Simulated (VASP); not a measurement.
# Ti (Im-3m) in VASP: notebook

Ti is run at these levels: LDA; tasks: single point.

Everything below comes from runs of VASP 6.6.1. Logs are shortened: lines on timing, memory, paths and dates and some standing lists are left out, and cuts for length are marked.

**1. The cell of the first run**

The structure is cubic, space group Im-3m (No. 229). The conventional cell has a = 3.173 Å, b = 3.173 Å, c = 3.173 Å, α = 90.00°, β = 90.00°, γ = 90.00°. Within 3.6 Å of Ti (site symmetry m-3m) lie 14 Ti at 2.75 to 3.17 Å.

**2. Single point, LDA**

File INCAR:

```
SYSTEM = Ti
ALGO = Normal
EDIFF = 1E-6
ENCUT = 520
GGA = CA
ISIF = 2
ISMEAR = 0
LASPH = .True.
LCHARG = .False.
LREAL = .False.
LWAVE = .False.
NBANDS = 12
NELM = 100
PREC = Accurate
SIGMA = 0.1
```

File KPOINTS:

```
k-points
0
Gamma
  8 8 8
  0 0 0
```

File POSCAR:

```
Ti
1.0
   -1.5863737093      1.5863737093      1.5863737093
    1.5863737093     -1.5863737093      1.5863737093
    1.5863737093      1.5863737093     -1.5863737093
Ti
1
Direct
    0.0000000000      0.0000000000      0.0000000000
```

Potentials or basis: VASP PAW LDA potentials, release 64 (Ti_sv).

Started as:

```console
cat potpaw_LDA.64/Ti_sv/POTCAR > POTCAR
mpirun -np 1 vasp_std > vasp.out
```

OUTCAR:

```text
SYSTEM = Ti
   EDIFF = 1E-6
   ENCUT = 520
   GGA = CA
   ISIF = 2
   ISMEAR = 0
   LASPH = .True.
   LREAL = .False.
   NELM = 100
   PREC = Accurate

 ion  position               nearest neighbor table
   1  0.000  0.000  0.000-

  LATTYP: Found a body centered cubic cell.
 ALAT       =     3.1727474186

  Lattice vectors:

 A1 = (  -1.5863737093,   1.5863737093,   1.5863737093)
 A2 = (   1.5863737093,  -1.5863737093,   1.5863737093)
 A3 = (   1.5863737093,   1.5863737093,  -1.5863737093)

Analysis of symmetry for initial positions (statically):
=====================================================================
 Subroutine PRICEL returns:
 Original cell was already a primitive cell.

 Routine SETGRP: Setting up the symmetry group for a
 body centered cubic supercell.

 Subroutine GETGRP returns: Found 48 space group operations
 (whereof 48 operations were pure point group operations)
 out of a pool of 48 trial point group operations.

The static configuration has the point symmetry O_h .

Analysis of symmetry for dynamics (positions and initial velocities):
=====================================================================
 Subroutine PRICEL returns:
 Original cell was already a primitive cell.

 Routine SETGRP: Setting up the symmetry group for a
 body centered cubic supercell.

 Subroutine GETGRP returns: Found 48 space group operations
 (whereof 48 operations were pure point group operations)
 out of a pool of 48 trial point group operations.

The dynamic configuration has the point symmetry O_h .

 Subroutine INISYM returns: Found 48 space group operations
 (whereof 48 operations are pure point group operations),
 and found     1 'primitive' translations

----------------------------------------------------------------------------------------

                                     Primitive cell

  volume of cell :      15.9690

  direct lattice vectors                    reciprocal lattice vectors
    -1.586373709  1.586373709  1.586373709     0.000000000  0.315184245  0.315184245
     1.586373709 -1.586373709  1.586373709     0.315184245  0.000000000  0.315184245
     1.586373709  1.586373709 -1.586373709     0.315184245  0.315184245  0.000000000

  length of vectors
     2.747679864  2.747679864  2.747679864     0.445737834  0.445737834  0.445737834

  position of ions in fractional coordinates (direct lattice)
     0.000000000  0.000000000  0.000000000

  ion indices of the primitive-cell ions
   primitive index   ion index
                 1           1

----------------------------------------------------------------------------------------

 KPOINTS: k-points

Automatic generation of k-mesh.
 Grid dimensions read from file:
 generate k-points for:    8    8    8

 Generating k-lattice:

  Cartesian coordinates                     Fractional coordinates (reciprocal lattice)
     0.000000000  0.039398031  0.039398031     0.125000000  0.000000000  0.000000000
     0.039398031  0.000000000  0.039398031     0.000000000  0.125000000  0.000000000
     0.039398031  0.039398031  0.000000000     0.000000000  0.000000000  0.125000000

  Length of vectors
     0.055717229  0.055717229  0.055717229

  Shift w.r.t. Gamma in fractional coordinates (k-lattice)
     0.000000000  0.000000000  0.000000000

 Subroutine IBZKPT returns following result:
 ===========================================

 Found     29 irreducible k-points:

 Following reciprocal coordinates:
            Coordinates               Weight
  0.000000  0.000000  0.000000      1.000000
  0.125000  0.000000  0.000000     12.000000
  0.250000  0.000000  0.000000     12.000000
  0.375000  0.000000  0.000000     12.000000
  0.500000  0.000000  0.000000      6.000000
  0.125000  0.125000  0.000000     24.000000
[... 16 lines left out ...]
 -0.250000  0.250000  0.250000      6.000000
 -0.375000  0.375000  0.250000     24.000000
 [... further k-points ...]
   k-points           NKPTS =     29   k-points in BZ     NKDIM =     29   number of bands    NBANDS=     12
   number of dos      NEDOS =    301   number of ions     NIONS =      1
   total plane-waves  NPLWV =   8000
   dimension x,y,z NGX =    20 NGY =   20 NGZ =   20
   dimension x,y,z NGXF=    40 NGYF=   40 NGZF=   40
   ions per type =               1
   NGX,Y,Z   is equivalent  to a cutoff of  12.10, 12.10, 12.10 a.u.
   NGXF,Y,Z  is equivalent  to a cutoff of  24.20, 24.20, 24.20 a.u.
 SYSTEM =  Ti
   PREC   = accura    normal or accurate (medium, high low for compatibility)
   ISTART =      0    job   : 0-new  1-cont  2-samecut
   ICHARG =      2    charge: 1-file 2-atom 10-const
   ISPIN  =      1    spin polarized calculation?
   LNONCOLLINEAR =      F non collinear calculations
   LSORBIT =      F    spin-orbit coupling
   LASPH  =      T    aspherical Exc in radial PAW
   ENCUT  =  520.0 eV  38.22 Ry    6.18 a.u.   5.11  5.11  5.11*2*pi/ulx,y,z
   NELM   =    100;   NELMIN=  2; NELMDL= -5     # of ELM steps
   EDIFF  = 0.1E-05   stopping-criterion for ELM
   LREAL  =      F    real-space projection
   EDIFFG = 0.1E-04   stopping-criterion for IOM
   NSW    =      0    number of steps for IOM
   IBRION =     -1    ionic relax: 0-MD 1-quasi-New 2-CG
   NFREE  =      0    steps in history (QN), initial steepest desc. (CG)
   ISIF   =      2    stress and relaxation
   ISYM   =      2    0-nonsym 1-usesym 2-fastsym
   POTIM  = 0.5000    time-step for ionic-motion
   TEBEG  =    0.0;   TEEND  =   0.0 temperature during run
   PSTRESS=    0.0 pullay stress
   NELECT =      12.0000    total number of electrons
   NUPDOWN=      -1.0000    fix difference up-down
   EMIN   =  10.00;   EMAX   =-10.00  energy-range for DOS
   EFERMI =   0.00;   METHOD = LEGACY
   ISMEAR =     0;   SIGMA  =   0.10  broadening in eV -4-tet -1-fermi 0-gaus
   EFERMI_NEDOS =   21; number of points for ismear=-14 and -15
   IALGO  =     38    algorithm
   IMIX   =      4    mixing-type and parameters
     AMIX     =   0.40;   BMIX     =  1.00
     AMIX_MAG =   1.60;   BMIX_MAG =  1.00
  volume/ion in A,a.u.               =      15.97       107.76
  Fermi-wavevector in a.u.,A,eV,Ry     =   1.488366  2.812604 30.140080  2.215233
  Thomas-Fermi vector in A             =   2.601410
   LORBIT       =      0    0 simple, 1 ext, 2 COOP (PROOUT), +10 PAW based schemes
   GGA     = CA    functional components
   LHFCALC =     F    Hartree Fock is set to
   AEXX    =    0.0000 exact exchange contribution
   IVDW    =     0    specifies the selected vdW correction
   LEPSILON=     F    determine dielectric tensor
   LRPA    =     F    only Hartree local field effects (RPA)
 non-spin polarized calculation
 Gauss-broadening in eV      SIGMA  =   0.10
  energy-cutoff  :      520.00
  volume of cell :       15.97
 maximum number of plane-waves:       456
   NGX = 11   NGY = 11   NGZ = 11

 number of electron      12.0000000 magnetization

 Free energy of the ion-electron system (eV)
  ---------------------------------------------------
  ext. energy  EPLUGINS =         0.00000000
  ---------------------------------------------------
  free energy    TOTEN  =        -8.46748891 eV

  energy without entropy =       -8.45762633  energy(sigma->0) =       -8.46255762

 E-fermi :   8.7295     XC(G=0): -12.1884

 val. band max:        8.7210895599   @ k =   0.2500   0.2500   0.0000
 cond. band min:       8.7772834672   @ k =  -0.3750   0.3750   0.1250
 fundamental gap:      0.0561939073
 Fermi energy:         8.7295283562

 k-point     1 :       0.0000    0.0000    0.0000
  band No.  band energies     occupation
      1     -46.9483      2.00000
      2     -23.0560      2.00000
      3     -23.0560      2.00000
      4     -23.0560      2.00000
      5       2.7098      2.00000
      6       9.7567      0.00000
      7       9.7567      0.00000
      8       9.7567      0.00000
      9      11.7238      0.00000
     10      11.7238      0.00000
     11      26.8411      0.00000
     12      26.8411      0.00000

 k-point     2 :       0.1250    0.0000    0.0000
  band No.  band energies     occupation
      1     -46.9202      2.00000
      2     -23.1948      2.00000
      3     -23.0979      2.00000
      4     -23.0571      2.00000
      5       3.2762      2.00000
      6       9.4968      0.00000
      7       9.6537      0.00000
      8      10.1872      0.00000
      9      11.4686      0.00000
     10      11.7430      0.00000
     11      26.1500      0.00000
     12      26.7177      0.00000

 k-point     3 :       0.2500    0.0000    0.0000
  band No.  band energies     occupation
      1     -46.8519      2.00000
      2     -23.5211      2.00000
      3     -23.1979      2.00000
      4     -23.0598      2.00000
      5       4.7007      2.00000
      6       8.9238      0.00601
      7       9.2072      0.00000
      8      11.3455      0.00000
      9      11.4014      0.00000
     10      11.8386      0.00000
     11      23.5812      0.00000
     12      25.3019      0.00000
[... 286 lines left out ...]
 k-point    23 :      -0.2500    0.2500    0.2500
  band No.  band energies     occupation
      1     -46.7704      2.00000
      2     -23.5404      2.00000
      3     -23.3539      2.00000
      4     -23.3539      2.00000
      5       6.1759      2.00000
      6       8.6836      1.48393
      7      10.1198      0.00000
      8      10.1198      0.00000
      9      11.2879      0.00000
     10      12.7249      0.00000
     11      24.7954      0.00000
     12      24.9084      0.00000

 k-point    24 :      -0.3750    0.3750    0.2500
  band No.  band energies     occupation
      1     -46.7120      2.00000
      2     -23.7243      2.00000
      3     -23.4619      2.00000
      4     -23.3823      2.00000
      5       6.9499      2.00000
      6       7.7743      2.00000
      7      10.1337      0.00000
      8      10.6894      0.00000
      9      12.4793      0.00000
     10      13.7491      0.00000
     11      20.9456      0.00000
     12      22.8379      0.00000

 [... further k-points ...]

------------------------ aborting loop because EDIFF is reached ----------------------------------------

  FORCE on cell =-STRESS in cart. coord.  units (eV):
  Direction    XX          YY          ZZ          XY          YZ          ZX
  --------------------------------------------------------------------------------------
  -------------------------------------------------------------------------------------
  Total       -0.0698816     -0.0698816     -0.0698816      0.0000000      0.0000000      0.0000000
  in kB       -7.0112711     -7.0112711     -7.0112711      0.0000000      0.0000000      0.0000000
  external PRESSURE =      -7.0112711 kB  Pullay stress =       0.0000000 kB

 VOLUME and BASIS-vectors are now :
 -----------------------------------------------------------------------------
  energy-cutoff  :      520.00
  volume of cell :       15.97
      direct lattice vectors                 reciprocal lattice vectors
    -1.586373709  1.586373709  1.586373709     0.000000000  0.315184245  0.315184245
     1.586373709 -1.586373709  1.586373709     0.315184245  0.000000000  0.315184245
     1.586373709  1.586373709 -1.586373709     0.315184245  0.315184245  0.000000000

 POSITION                                       TOTAL-FORCE (eV/Angst)
 -----------------------------------------------------------------------------------
      0.00000      0.00000      0.00000         0.000000      0.000000     -0.000000
 -----------------------------------------------------------------------------------
    total drift:                                0.000000      0.000000      0.000000

  FREE ENERGIE OF THE ION-ELECTRON SYSTEM (eV)
  ---------------------------------------------------
  free  energy   TOTEN  =        -8.4674889053 eV

  energy  without entropy=       -8.4576263291  energy(sigma->0) =       -8.46255762
```

Run time: 5.5 s. Hardware: 1 thread of Intel Xeon Platinum 8488C (Sapphire Rapids), shared host; peak memory 0.11 GiB.

What came out:

| Item | Value |
| --- | --- |
| Free energy | -8.4675 eV |
| Pressure | -0.7 GPa |
| Band gap on the k mesh | zero (band 6 reaches 9.76 eV, above the bottom of band 7 at 8.12 eV) |

(Continued in part 2 of 2.)
